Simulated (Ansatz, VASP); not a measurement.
GaN: VASP beside Ansatz

File INCAR:

```
SYSTEM = GaN
ALGO = Normal
EDIFF = 1E-6
EDIFFG = -0.01
ENCUT = 600
GGA = RE
IBRION = 2
ISIF = 3
ISMEAR = -1
IVDW = 12
LASPH = .True.
LCHARG = .False.
LREAL = .False.
LWAVE = .False.
NELM = 80
NSW = 60
PREC = Accurate
SIGMA = 0.05
```

The input KPOINTS:

```
k-points
0
Gamma
  10 10 5
  0 0 0
```

POSCAR

```
GaN
1.0
    3.1800000000      0.0000000000      0.0000000000
   -1.5900000000      2.7539607840      0.0000000000
    0.0000000000      0.0000000000      5.1660000000
Ga N
2 2
Direct
    0.6666666667      0.3333333333      0.5000000000
    0.3333333333      0.6666666667      0.0000000000
    0.6666666667      0.3333333333      0.8750000000
    0.3333333333      0.6666666667      0.3750000000
```

Contents of input.yaml:

```yaml
crystal:
  lattice:
    - [3.18, 0.0, 0.0]
    - [-1.59, 2.753960784, 0.0]
    - [0.0, 0.0, 5.166]
  atoms:
    - { symbol: Ga, position: [0.6666666667, 0.3333333333, 0.5] }
    - { symbol: Ga, position: [0.3333333333, 0.6666666667, 0.0] }
    - { symbol: "N", position: [0.6666666667, 0.3333333333, 0.875] }
    - { symbol: "N", position: [0.3333333333, 0.6666666667, 0.375] }
hamiltonian:
  xc: revpbe
  pseudopotentials: { kind: paw }
  dispersion: d3bj
kpoints:
  mp_grid: { grid: [10, 10, 5] }
scf:
  occupations: { method: fermi_dirac, width: 0.05 }
output:
  forces: true
  stress: true
  write_density: true
  write_potential: true
  elf: true
  volumetric_format: npy
relax:
  f_tol: 0.01
  max_steps: 40
  cell: { stress_tol: 0.05 }
```

Alike in both runs: task relaxation of cell and atoms; functional revPBE; dispersion D3(BJ); k mesh 10 × 10 × 5; occupations fermi-dirac, width 0.05 eV; no spin polarisation.

|  | VASP | Ansatz |
| --- | --- | --- |
| version | VASP 6.6.1 | Ansatz 0.2.0 |
| potentials or method | VASP PAW PBE potentials, release 64 (Ga_d, N) | Ansatz PAW |
| plane-wave cutoff (eV) | 600 | 420 |
| valence electrons in the cell | 36 | 36 |

|  | VASP | Ansatz | Ansatz less VASP |
| --- | --- | --- | --- |
| gap on the k mesh at the Fermi level, each at its own relaxed structure (eV) | 1.92 | 1.90 | -0.025 |
| relaxed volume (Å³/atom) | 11.47 | 11.48 | +0.015 |
| relaxed cell length with the largest relative difference (Å) | 3.190 | 3.192 | +0.0023 |

VASP's potentials were made for PBE, not for revPBE.

Noted on Ansatz's run: odd divisions of the mesh miss points on the zone boundary, where band edges often lie, so the gap on the mesh can be too wide; the plane-wave basis is chosen anew once the cell has moved, so the energies of steps on either side of that aren't comparable.
